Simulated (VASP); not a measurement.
# KRe (P6/mmm) in VASP: a series of runs

KRe is run at these levels: PBE; tasks: single point, relaxation of cell and atoms.

Everything below comes from runs of VASP 6.6.1. Logs are shortened: lines on timing, memory, paths and dates and some standing lists are left out, and cuts for length are marked.

### Step 1. The cell of the first run

It takes space group P6/mmm (No. 191, hexagonal). Conventional cell: a = 5.592 Å, b = 5.592 Å, c = 5.822 Å, α = 90.00°, β = 90.00°, γ = 120.00°. Within 3.7 Å of K (site symmetry mmm) lie 6 Re at 2.80 to 3.33 Å and 4 K at 2.80 Å. Re (site symmetry 6/mmm) has 6 K at 2.80 Å within 3.7 Å. Within 4.4 Å of Re (site symmetry -6m2) lie 9 Re at 3.23 to 4.35 Å and 6 K at 3.33 Å.

### Step 2. Single point, PBE

Input file INCAR:

```
PREC = Accurate ; ENCUT = 520
EDIFF = 1E-6 ; ISMEAR = 0
SIGMA = 0.1 ; LREAL = F
LASPH = T ; NELM = 100
ALGO = Normal ; ISIF = 2
LWAVE = F ; LCHARG = F
GGA = PE ; NBANDS = 33
```

Input file KPOINTS:

```
Automatic mesh
0
Gamma
  3 3 4
```

Input file POSCAR:

```
KRe
1.0
    5.5919296164      0.0000000000      0.0000000000
   -2.7959648082      4.8427531040      0.0000000000
    0.0000000000      0.0000000000      5.8218788596
K Re
3 3
Direct
    0.5000000000      0.0000000000      0.0000000000
    0.5000000000      0.5000000000      0.0000000000
    0.0000000000      0.5000000000      0.0000000000
    0.0000000000      0.0000000000      0.0000000000
    0.3333333333      0.6666666667      0.5000000000
    0.6666666667      0.3333333333      0.5000000000
```

Potentials or basis: VASP PAW PBE potentials, release 64 (K_sv, Re).

Command:

```
cat potpaw_PBE.64/K_sv/POTCAR potpaw_PBE.64/Re/POTCAR > POTCAR
mpirun -np 1 vasp_std > vasp.out
```

OUTCAR:

```text
PREC = Accurate
   ENCUT = 520
   EDIFF = 1E-6
   ISMEAR = 0
   LREAL = F
   LASPH = T
   NELM = 100
   ISIF = 2
   GGA = PE

 ion  position               nearest neighbor table
   1  0.500  0.000  0.000-   4 2.80   4 2.80   2 2.80   2 2.80   3 2.80   3 2.80   6 3.33   5 3.33
                             6 3.33   5 3.33
   2  0.500  0.500  0.000-   3 2.80   3 2.80   4 2.80   1 2.80   1 2.80   4 2.80   6 3.33   5 3.33
                             6 3.33   5 3.33
   3  0.000  0.500  0.000-   2 2.80   2 2.80   4 2.80   4 2.80   1 2.80   1 2.80   6 3.33   5 3.33
                             6 3.33   5 3.33
   4  0.000  0.000  0.000-   1 2.80   1 2.80   3 2.80   3 2.80   2 2.80   2 2.80
   5  0.333  0.667  0.500-   6 3.23   6 3.23   6 3.23   3 3.33   3 3.33   1 3.33   1 3.33   2 3.33
                             2 3.33
   6  0.667  0.333  0.500-   5 3.23   5 3.23   5 3.23   3 3.33   3 3.33   1 3.33   1 3.33   2 3.33
                             2 3.33

  LATTYP: Found a hexagonal cell.
 ALAT       =     5.5919296164
 C/A-ratio  =     1.0411216269

  Lattice vectors:

 A1 = (   5.5919296164,   0.0000000000,   0.0000000000)
 A2 = (  -2.7959648082,   4.8427531040,   0.0000000000)
 A3 = (   0.0000000000,   0.0000000000,   5.8218788596)

Analysis of symmetry for initial positions (statically):
=====================================================================
 Subroutine PRICEL returns:
 Original cell was already a primitive cell.

 Routine SETGRP: Setting up the symmetry group for a
 hexagonal supercell.

 Subroutine GETGRP returns: Found 24 space group operations
 (whereof 24 operations were pure point group operations)
 out of a pool of 24 trial point group operations.

The static configuration has the point symmetry D_6h.

Analysis of symmetry for dynamics (positions and initial velocities):
=====================================================================
 Subroutine PRICEL returns:
 Original cell was already a primitive cell.

 Routine SETGRP: Setting up the symmetry group for a
 hexagonal supercell.

 Subroutine GETGRP returns: Found 24 space group operations
 (whereof 24 operations were pure point group operations)
 out of a pool of 24 trial point group operations.

The dynamic configuration has the point symmetry D_6h.

 Subroutine INISYM returns: Found 24 space group operations
 (whereof 24 operations are pure point group operations),
 and found     1 'primitive' translations

----------------------------------------------------------------------------------------

                                     Primitive cell

  volume of cell :     157.6584

  direct lattice vectors                    reciprocal lattice vectors
     5.591929616  0.000000000  0.000000000     0.178829146  0.103247056  0.000000000
    -2.795964808  4.842753104  0.000000000     0.000000000  0.206494112  0.000000000
     0.000000000  0.000000000  5.821878860     0.000000000  0.000000000  0.171765855

  length of vectors
     5.591929616  5.591929616  5.821878860     0.206494112  0.206494112  0.171765855

  position of ions in fractional coordinates (direct lattice)
     0.500000000  0.000000000  0.000000000
     0.500000000  0.500000000  0.000000000
     1.000000000  0.500000000  0.000000000
     0.000000000  0.000000000  0.000000000
     0.333333333  0.666666667  0.500000000
     0.666666667  0.333333333  0.500000000

  ion indices of the primitive-cell ions
   primitive index   ion index
                 1           1
                 2           2
                 3           3
                 4           4
                 5           5
                 6           6

----------------------------------------------------------------------------------------

 KPOINTS: Automatic mesh

Automatic generation of k-mesh.
 Grid dimensions read from file:
 generate k-points for:    3    3    4

 Generating k-lattice:

  Cartesian coordinates                     Fractional coordinates (reciprocal lattice)
     0.059609715  0.034415685  0.000000000     0.333333333 -0.000000000  0.000000000
     0.000000000  0.068831371  0.000000000     0.000000000  0.333333333  0.000000000
     0.000000000  0.000000000  0.042941464     0.000000000  0.000000000  0.250000000

  Length of vectors
     0.068831371  0.068831371  0.042941464

  Shift w.r.t. Gamma in fractional coordinates (k-lattice)
     0.000000000  0.000000000  0.000000000

 Subroutine IBZKPT returns following result:
 ===========================================

 Found      9 irreducible k-points:

 Following reciprocal coordinates:
            Coordinates               Weight
  0.000000  0.000000  0.000000      1.000000
  0.333333  0.000000  0.000000      6.000000
  0.333333  0.333333  0.000000      2.000000
  0.000000  0.000000  0.250000      2.000000
  0.333333  0.000000  0.250000     12.000000
  0.333333  0.333333  0.250000      4.000000
  0.000000  0.000000  0.500000      1.000000
  0.333333  0.000000  0.500000      6.000000
[... 20 lines left out ...]
   LREAL  =      F    real-space projection
   EDIFFG = 0.1E-04   stopping-criterion for IOM
   NSW    =      0    number of steps for IOM
   IBRION =     -1    ionic relax: 0-MD 1-quasi-New 2-CG
   NFREE  =      0    steps in history (QN), initial steepest desc. (CG)
   ISIF   =      2    stress and relaxation
   ISYM   =      2    0-nonsym 1-usesym 2-fastsym
   POTIM  = 0.5000    time-step for ionic-motion
   TEBEG  =    0.0;   TEEND  =   0.0 temperature during run
   PSTRESS=    0.0 pullay stress
   NELECT =      48.0000    total number of electrons
   NUPDOWN=      -1.0000    fix difference up-down
   EMIN   =  10.00;   EMAX   =-10.00  energy-range for DOS
   EFERMI =   0.00;   METHOD = LEGACY
   ISMEAR =     0;   SIGMA  =   0.10  broadening in eV -4-tet -1-fermi 0-gaus
   EFERMI_NEDOS =   21; number of points for ismear=-14 and -15
   IALGO  =     38    algorithm
   IMIX   =      4    mixing-type and parameters
     AMIX     =   0.40;   BMIX     =  1.00
     AMIX_MAG =   1.60;   BMIX_MAG =  1.00
  volume/ion in A,a.u.               =      26.28       177.32
  Fermi-wavevector in a.u.,A,eV,Ry     =   1.101327  2.081206 16.502786  1.212921
  Thomas-Fermi vector in A             =   2.237752
   LORBIT       =      0    0 simple, 1 ext, 2 COOP (PROOUT), +10 PAW based schemes
   GGA     = PE    functional components
   LHFCALC =     F    Hartree Fock is set to
   AEXX    =    0.0000 exact exchange contribution
   IVDW    =     0    specifies the selected vdW correction
   LEPSILON=     F    determine dielectric tensor
   LRPA    =     F    only Hartree local field effects (RPA)
 non-spin polarized calculation
 Gauss-broadening in eV      SIGMA  =   0.10
  energy-cutoff  :      520.00
  volume of cell :      157.66
 maximum number of plane-waves:      4282
 NGX is ok and might be reduce to    42
   NGX = 21   NGY = 21   NGZ = 21

 number of electron      48.0000004 magnetization

 Free energy of the ion-electron system (eV)
  ---------------------------------------------------
  ext. energy  EPLUGINS =         0.00000000
  ---------------------------------------------------
  free energy    TOTEN  =       -18.54951177 eV

  energy without entropy =      -18.45854501  energy(sigma->0) =      -18.50402839

 E-fermi :   1.8170     XC(G=0):  -9.6188

 val. band max:        1.8028061846   @ k =   0.3333   0.0000   0.0000
 cond. band min:       1.8227267559   @ k =   0.3333   0.3333   0.5000
 fundamental gap:      0.0199205713
 Fermi energy:         1.8170428510

 k-point     1 :       0.0000    0.0000    0.0000
  band No.  band energies     occupation
      1     -29.0581      2.00000
      2     -28.3766      2.00000
      3     -28.3766      2.00000
      4     -14.2765      2.00000
      5     -13.1290      2.00000
      6     -13.1290      2.00000
[... 25 lines left out ...]
     32       5.4059      0.00000
     33       5.8766      0.00000

 k-point     2 :       0.3333    0.0000    0.0000
  band No.  band energies     occupation
      1     -28.9183      2.00000
      2     -28.5311      2.00000
      3     -28.3751      2.00000
      4     -13.8230      2.00000
      5     -13.0751      2.00000
      6     -12.7446      2.00000
[... 25 lines left out ...]
     32       4.4526      0.00000
     33       4.7510      0.00000
[... 214 lines left out ...]
     32       5.2508      0.00000
     33       5.4215      0.00000

 k-point     9 :       0.3333    0.3333    0.5000
  band No.  band energies     occupation
      1     -28.7250      2.00000
      2     -28.7250      2.00000
      3     -28.3800      2.00000
      4     -13.1544      2.00000
      5     -13.1544      2.00000
      6     -12.9513      2.00000
[... 25 lines left out ...]
     32       4.8006      0.00000
     33       4.8031      0.00000

------------------------ aborting loop because EDIFF is reached ----------------------------------------

  FORCE on cell =-STRESS in cart. coord.  units (eV):
  Direction    XX          YY          ZZ          XY          YZ          ZX
  --------------------------------------------------------------------------------------
  -------------------------------------------------------------------------------------
  Total        0.2503635      0.2503635     -0.1146052     -0.0000000      0.0000000      0.0000000
  in kB        2.5442769      2.5442769     -1.1646566     -0.0000000      0.0000000      0.0000000
  external PRESSURE =       1.3079658 kB  Pullay stress =       0.0000000 kB

 VOLUME and BASIS-vectors are now :
 -----------------------------------------------------------------------------
  energy-cutoff  :      520.00
  volume of cell :      157.66
      direct lattice vectors                 reciprocal lattice vectors
     5.591929616  0.000000000  0.000000000     0.178829146  0.103247056  0.000000000
    -2.795964808  4.842753104  0.000000000     0.000000000  0.206494112  0.000000000
     0.000000000  0.000000000  5.821878860     0.000000000  0.000000000  0.171765855

 POSITION                                       TOTAL-FORCE (eV/Angst)
 -----------------------------------------------------------------------------------
      2.79596      0.00000      0.00000        -0.000000      0.000000      0.000000
      1.39798      2.42138      0.00000        -0.000000      0.000000      0.000000
     -1.39798      2.42138      0.00000        -0.000000      0.000000      0.000000
      0.00000      0.00000      0.00000        -0.000000      0.000000      0.000000
     -0.00000      3.22850      2.91094        -0.000000      0.000000     -0.000000
      2.79596      1.61425      2.91094         0.000000      0.000000      0.000000
 -----------------------------------------------------------------------------------
    total drift:                                0.000000     -0.000000     -0.000000

  FREE ENERGIE OF THE ION-ELECTRON SYSTEM (eV)
  ---------------------------------------------------
  free  energy   TOTEN  =       -18.5495117659 eV

  energy  without entropy=      -18.4585450140  energy(sigma->0) =      -18.50402839
```

It took 58 s on 1 thread of Intel Xeon 6975P-C (Granite Rapids), shared host; peak memory 0.28 GiB.

What came out:

- Free energy: -18.5495 eV
- Pressure: 0.1 GPa
- Band gap on the k mesh: zero (bands 24 and 25 overlap by 0.57 eV)

Levels at points of the mesh, in eV from the Fermi level:
```
           k point  band 22  band 23  band 24  band 25  band 26  band 27
(0.00, 0.00, 0.00)    -0.52    -0.52    -0.37    -0.37    -0.03     0.19
(0.00, 0.00, 0.50)    -0.54    -0.54    -0.38    -0.35     0.26     0.26
```

Caveat: the k points lie up to 0.43 Å⁻¹ apart, too coarse for converged energies and pressures of a metal; spin-orbit coupling is left out, which moves the levels of the heavy elements.

### Step 3. Single point, PBE

This run uses another cell than the first one, of 24.34 Å³/atom.

Input file INCAR:

```
SYSTEM = KRe
PREC = Accurate
ENCUT = 520
EDIFF = 1E-6
ISMEAR = 0
SIGMA = 0.1
LREAL = .FALSE.
LASPH = .TRUE.
NELM = 80
ALGO = Normal
ISIF = 2
LWAVE = .FALSE.
LCHARG = .TRUE.
GGA = PE
LELF = .TRUE.
LVHAR = .TRUE.
NBANDS = 33
```

Input file KPOINTS:

```
regular mesh
0
G
  6 6 4
  0 0 0
```

POSCAR: that of step 2 with these lines changed.

```diff
@@ -2,5 +2,5 @@
 1.0
-    5.5919296164      0.0000000000      0.0000000000
-   -2.7959648082      4.8427531040      0.0000000000
-    0.0000000000      0.0000000000      5.8218788596
+    5.9342970023      0.0000000000      0.0000000000
+   -2.9671485012      5.1392519577      0.0000000000
+    0.0000000000      0.0000000000      4.7878987178
 K Re
```

Potentials or basis: VASP PAW PBE potentials, release 64 (K_sv, Re).

Command:

```
cat potpaw_PBE.64/K_sv/POTCAR potpaw_PBE.64/Re/POTCAR > POTCAR
mpirun -np 1 vasp_std > vasp.out
```

Wall time 1.7 min (1 thread of Intel Xeon 6975P-C (Granite Rapids), shared host); peak memory 0.31 GiB.

It converged, with:

```
Free energy            : -17.0966 eV
Pressure               : 5.1 GPa
Band gap on the k mesh : zero (bands 24 and 25 overlap by 0.16 eV)
```

Stress tensor (GPa, compression positive):
```
-0.37  0.00  0.00
 0.00 -0.37  0.00
 0.00  0.00 16.11
```

Levels at points of the mesh, in eV from the Fermi level:
```csv
k point,band 22,band 23,band 24,band 25,band 26,band 27
"(0.00, 0.00, 0.00)",-0.40,-0.40,-0.08,-0.02,-0.02,0.25
"(0.50, 0.00, 0.00)",-0.17,-0.12,-0.07,0.04,0.24,0.40
"(0.00, 0.00, 0.50)",-0.21,-0.21,0.11,0.18,0.28,0.28
"(0.50, 0.00, 0.50)",-0.36,-0.27,-0.10,0.18,0.25,0.51
```

Caveat: the stress differs along the axes, from -0 to 16 GPa; spin-orbit coupling is left out, which moves the levels of the heavy elements.

### Step 4. Single point, PBE

This run uses another cell than the first one, of 25.35 Å³/atom.

Input file INCAR:

```
PREC = Accurate ; ENCUT = 520
EDIFF = 1E-6 ; ISMEAR = 0
SIGMA = 0.1 ; LREAL = False
LASPH = True ; NELM = 60
ALGO = Normal ; ISIF = 2
LWAVE = False ; LCHARG = True
GGA = PE ; LELF = True
LVHAR = True ; NBANDS = 33
```

Input file KPOINTS:

```
Automatic mesh
0
Gamma
  6 6 4
```

POSCAR: that of step 3 with these lines changed.

```diff
@@ -2,5 +2,5 @@
 1.0
-    5.9342970023      0.0000000000      0.0000000000
-   -2.9671485012      5.1392519577      0.0000000000
-    0.0000000000      0.0000000000      4.7878987178
+    5.4949602879      0.0000000000      0.0000000000
+   -2.7474801439      4.7587752021      0.0000000000
+    0.0000000000      0.0000000000      5.8155567661
 K Re
```

Command:

```
cat potpaw_PBE.64/K_sv/POTCAR potpaw_PBE.64/Re/POTCAR > POTCAR
mpirun -np 1 vasp_std > vasp.out
```

Run time: 2 min. Hardware: 1 thread of Intel Xeon 6975P-C (Granite Rapids), shared host; peak memory 0.32 GiB.

Results (log left out):

```
Free energy            : -18.7748 eV
Pressure               : 0.4 GPa
Band gap on the k mesh : zero (bands 24 and 25 overlap by 0.69 eV)
```

Stress tensor (GPa, compression positive):
```
 0.59  0.00  0.00
 0.00  0.59  0.00
 0.00  0.00 -0.07
```

Levels at points of the mesh, in eV from the Fermi level:
```csv
k point,band 21,band 22,band 23,band 24,band 25,band 26,band 27,band 28
"(0.00, 0.00, 0.00)",-0.72,-0.55,-0.55,-0.40,-0.40,0.02,0.26,0.75
"(0.50, 0.00, 0.00)",-0.40,-0.21,0.05,0.22,0.35,0.59,0.67,0.99
"(0.00, 0.00, 0.50)",-0.63,-0.62,-0.62,-0.45,-0.35,0.24,0.24,0.45
"(0.50, 0.00, 0.50)",-0.54,-0.41,-0.33,0.18,0.19,0.37,0.81,0.82
```

Caveat: spin-orbit coupling is left out, which moves the levels of the heavy elements.

### Step 5. Relaxation of cell and atoms, PBE

This run uses another cell than the first one, of 24.34 Å³/atom.

Input file INCAR:

```
SYSTEM = KRe
PREC = Accurate
ENCUT = 600
EDIFF = 1E-6
ISMEAR = 0
SIGMA = 0.1
LREAL = .False.
LASPH = .True.
NELM = 60
ALGO = Fast
ISIF = 3
LWAVE = .False.
LCHARG = .False.
GGA = PE
IBRION = 2
NSW = 90
EDIFFG = -0.04
```

Input file KPOINTS:

```
regular mesh
0
Gamma
  3 3 4
  0 0 0
```

POSCAR: that of step 4 with these lines changed.

```diff
@@ -2,5 +2,5 @@
 1.0
-    5.4949602879      0.0000000000      0.0000000000
-   -2.7474801439      4.7587752021      0.0000000000
-    0.0000000000      0.0000000000      5.8155567661
+    5.9342970023      0.0000000000      0.0000000000
+   -2.9671485012      5.1392519577      0.0000000000
+    0.0000000000      0.0000000000      4.7878987178
 K Re
```

Command:

```
cat potpaw_PBE.64/K_sv/POTCAR potpaw_PBE.64/Re/POTCAR > POTCAR
mpirun -np 1 vasp_std > vasp.out
```

Wall time 30 min (1 thread of Intel Xeon 6975P-C (Granite Rapids), shared host); peak memory 0.38 GiB.

It converged, with:

| Quantity | Value |
| --- | --- |
| Free energy | -18.5476 eV |
| Relaxed volume | 26.42 Å³/atom |
| Relaxed cell | a = 5.615 Å, b = 5.615 Å, c = 5.806 Å, α = 90.00°, β = 90.00°, γ = 120.00° |
| Space group after relaxing (to 0.1 Å) | P6/mmm (No. 191) |
| Energy gained by relaxing | 264.0 meV/atom |
| Ionic steps | 17 |
| Pressure after relaxing | 0.0 GPa |
| Band gap on the k mesh | zero (bands 24 and 25 overlap by 0.54 eV) |

Step by step:
```tsv
step	energy change (eV)	largest force (eV/Å)	pressure (GPa)	volume (Å³)
1	0.0000	0.0000	6.34	146.02
2	-1.2258	0.0000	-0.33	166.53
3	-1.3410	0.0000	-1.37	172.91
4	-1.2644	0.0000	-2.94	185.75
5	-1.3604	0.0000	-1.80	176.72
6	-1.4943	0.0000	-1.28	169.35
7	-1.5061	0.0000	-0.04	159.04
8	-1.5406	0.0000	-0.56	162.18
9	-1.5366	0.0000	-0.10	159.35
10	-1.5796	0.0000	0.11	158.34
11	-1.5792	0.0000	-0.04	158.95
12	-1.5824	0.0000	-0.07	159.09
13	-1.5825	0.0000	-0.10	159.22
14	-1.5826	0.0000	-0.11	159.29
15	-1.5836	0.0000	0.10	158.14
16	-1.5836	0.0000	0.10	158.16
17	-1.5841	0.0000	0.00	158.54
```

Final structure:
```yaml
crystal:
  lattice:
    - [5.61526, 0.00000, 0.00000]
    - [-2.80763, 4.86295, 0.00000]
    - [0.00000, 0.00000, 5.80573]
  atoms:
    - { symbol: K, position: [0.50000, 0.00000, 0.00000] }
    - { symbol: K, position: [0.50000, 0.50000, 0.00000] }
    - { symbol: K, position: [0.00000, 0.50000, 0.00000] }
    - { symbol: Re, position: [0.00000, 0.00000, 0.00000] }
    - { symbol: Re, position: [0.33333, 0.66667, 0.50000] }
    - { symbol: Re, position: [0.66667, 0.33333, 0.50000] }
```

Levels at points of the mesh, in eV from the Fermi level:
```tsv
k point	band 22	band 23	band 24	band 25	band 26	band 27
(0.00, 0.00, 0.00)	-0.51	-0.51	-0.37	-0.37	-0.04	0.18
(0.00, 0.00, 0.50)	-0.52	-0.52	-0.36	-0.34	0.27	0.28
```

Caveat: the k points lie up to 0.43 Å⁻¹ apart in the final cell, too coarse for converged energies and pressures of a metal; a cell axis changed by over 15 % at a fixed basis, so the end point is rough; spin-orbit coupling is left out, which moves the levels of the heavy elements.

### Step 6. Summary

| task | cell | k mesh | cutoff (eV) | gap on the mesh (eV) | pressure (GPa) |
| --- | --- | --- | --- | --- | --- |
| single point | a = 5.592, b = 5.592, c = 5.822 Å, angles 90.0, 90.0, 120.0°, 6 atoms | 3 × 3 × 4 | 520 | none | 0.1 |
| single point | a = 5.934, b = 5.934, c = 4.788 Å, angles 90.0, 90.0, 120.0°, 6 atoms | 6 × 6 × 4 | 520 | none | 5.1 |
| single point | a = 5.495, b = 5.495, c = 5.816 Å, angles 90.0, 90.0, 120.0°, 6 atoms | 6 × 6 × 4 | 520 | none | 0.4 |
| relaxation of cell and atoms | relaxed from a = 5.934, b = 5.934, c = 4.788 Å, angles 90.0, 90.0, 120.0°, 6 atoms | 3 × 3 × 4 | 600 | none | 0.0 |

Alike in all rows: level PBE; potentials or basis VASP PAW PBE potentials, release 64 (K_sv, Re); no spin polarisation; smearing gaussian 0.1 eV.

Caveats: some runs use coarse meshes; spin-orbit coupling is left out, which moves the levels of the heavy elements; the stress differs along the axes, from -0 to 16 GPa (at least some runs); a cell axis changed by over 15 % at a fixed basis, so the end point is rough (at least some runs).

Total energies depend on the potentials used, so only differences within one code and one set of settings carry meaning.

The gap in the log of VASP goes by the Fermi energy; the results here count the filled bands.